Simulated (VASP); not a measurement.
The system is LaBeO3.

```
La Be O
1.0
     3.70760    0.00000    0.00000
     0.00000    3.70760    0.00000
     0.00000    0.00000    3.70760
La Be O
1 1 3
Direct
  0.00000 0.00000 0.00000
  0.50000 0.50000 0.50000
  0.50000 0.50000 0.00000
  0.50000 0.00000 0.50000
  0.00000 0.50000 0.50000
```

| Quantity | Value |
| --- | --- |
| Program | VASP 6.6.1 |
| Task | relaxation of cell and atoms |
| Functional | LDA |
| Potentials or basis | VASP PAW LDA potentials, release 64 (La, Be, O) |
| Cutoff | 600 eV |
| k mesh | 7 × 7 × 7 |
| Occupations | fermi-dirac, width 0.05 eV |
| Spin | no spin polarisation |

At the start: pressure -12.4 GPa; volume 10.19 Å³/atom.

**Question.** Where does the relaxation end?

**Answer.** Over 3 steps the energy falls by 28.9 meV/atom and the volume is 9.49 Å³/atom (-6.9 %); space group Pm-3m (No. 221, to 0.05 Å).

Step by step:
```
step  energy change (eV)  largest force (eV/Å)  pressure (GPa)  volume (Å³)
   1              0.0000                0.0000          -12.44        50.97
   2             -0.0805                0.0000           10.09        45.35
   3             -0.1445                0.0000           -0.06        47.47
```

Final structure:
```
La Be O
1.0
     3.62090    0.00000    0.00000
     0.00000    3.62090    0.00000
     0.00000    0.00000    3.62090
La Be O
1 1 3
Direct
  0.00000 0.00000 0.00000
  0.50000 0.50000 0.50000
  0.50000 0.50000 0.00000
  0.50000 0.00000 0.50000
  0.00000 0.50000 0.50000
```

Caveat: an odd number of electrons without spin polarisation forces a metal; a magnetic or distorted state may lie lower.
